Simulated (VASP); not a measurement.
Input of a VASP 6.6.1 run:

The input INCAR:

```
  PREC = Accurate
  ENCUT = 500
  EDIFF = 1E-6
  ISMEAR = 0
  SIGMA = 0.01
  LREAL = False
  LASPH = True
  NELM = 120
  ALGO = Normal
  ISIF = 2
  LWAVE = False
  LCHARG = False
  GGA = PE
  NBANDS = 15
  GGA_COMPAT = False
```

Contents of KPOINTS:

```
regular mesh
0
Gamma
  6 6 6
```

The input POSCAR:

```
CsCl
1.0
    4.1406758997      0.0000000000      0.0000000000
    0.0000000000      4.1406758997      0.0000000000
    0.0000000000      0.0000000000      4.1406758997
Cs Cl
1 1
Direct
    0.0000000000      0.0000000000      0.0000000000
    0.5000000000      0.5000000000      0.5000000000
```

Potentials or basis: VASP PAW PBE potentials, release 64 (Cs_sv, Cl).

Run with:

```bash
$ cat potpaw_PBE.64/Cs_sv/POTCAR potpaw_PBE.64/Cl/POTCAR > POTCAR
$ mpirun -np 1 vasp_std > vasp.out
```

Q: Estimate the pressure.

A: 0.8 GPa.

Q: Predict the band gap on the k mesh.

A: 5.20 eV, direct.

Caveat: spin-orbit coupling is left out, which moves the levels of the heavy elements. A k mesh can miss the band edges.
